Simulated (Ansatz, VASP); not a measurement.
## One calculation of HfO2, two programs

```xyz
6
Lattice="3.4241 0.0000 0.0000 0.0000 3.4241 0.0000 0.0000 0.0000 5.3956" Properties=species:S:1:pos:R:3 pbc="T T T"
Hf    1.7120    1.7120    2.6978
Hf    0.0000    0.0000    0.0000
O     0.0000    1.7120    3.7405
O     1.7120    0.0000    4.3529
O     1.7120    0.0000    1.6551
O     0.0000    1.7120    1.0427
```

Change from the starting cell: strain -0.050 along x and y, +0.025 along z, atoms carried along.

Alike in both runs: task single point; functional PBE; k mesh 6 × 6 × 4; occupations gaussian, width 0.05 eV; no spin polarisation.

|  | VASP | Ansatz |
| --- | --- | --- |
| version | VASP 6.6.1 | Ansatz 0.2.0 |
| potentials or method | VASP PAW PBE potentials, release 64 (Hf_pv, O), cutoff 520 eV | scalar-relativistic, plane waves, PAW |
| valence electrons in the cell | 44 | 76 |

Ansatz gave:

| Item | Value |
| --- | --- |
| gap on the k mesh at the Fermi level (eV) | 4.78 |
| least direct gap on the mesh (eV) | 4.83 |
| pressure (GPa) | 24.0 |
| traceless stress, the component that is largest in VASP (GPa) | -18.99 |
| rms of the force components (eV/Å) | 0.091 |

Task: Estimate VASP's values.

Result: gap on the k mesh at the Fermi level (eV): 4.77; least direct gap on the mesh (eV): 4.82; pressure (GPa): 20.4; traceless stress, the component that is largest in VASP (GPa): -19.36; rms of the force components (eV/Å): 0.070.

Atom by atom the forces differ by 0.021 eV/Å (rms over components). VASP's potentials hold 44 valence electrons a cell and Ansatz's 76, so a difference there can come from the potentials and not from the codes.

Spin-orbit coupling is off throughout.
